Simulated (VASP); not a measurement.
Here is a VASP 6.6.1 calculation.

File INCAR:

```
SYSTEM = Zn
  PREC = Accurate
  ENCUT = 500
  EDIFF = 1E-6
  ISMEAR = 1
  SIGMA = 0.05
  LREAL = .False.
  LASPH = .True.
  NELM = 120
  ALGO = Normal
  ISIF = 2
  LWAVE = .False.
  LCHARG = .False.
  GGA = PE
  NBANDS = 19
  GGA_COMPAT = .False.
```

KPOINTS

```
regular mesh
0
Gamma
  7 7 7
  0 0 0
```

POSCAR

```
Zn
1.0
    0.0000000000      2.4942374157      2.4942374157
    2.4942374157      0.0000000000      2.4942374157
    2.4942374157      2.4942374157      0.0000000000
Zn
2
Direct
    1.0000000000      1.0000000000      1.0000000000
    0.2500000000      0.2500000000      0.2500000000
```

Potentials or basis: VASP PAW PBE potentials, release 64 (Zn).

Run with:

```sh
$ cat potpaw_PBE.64/Zn/POTCAR > POTCAR
$ mpirun -np 1 vasp_std > vasp.out
```

**Question.** Predict the band gap on the k mesh.

**Answer.** Zero (bands 12 and 13 overlap by 9.16 eV).

**Question.** Estimate the pressure.

**Answer.** 41.0 GPa.

Caveat: the cell stands under pressure.
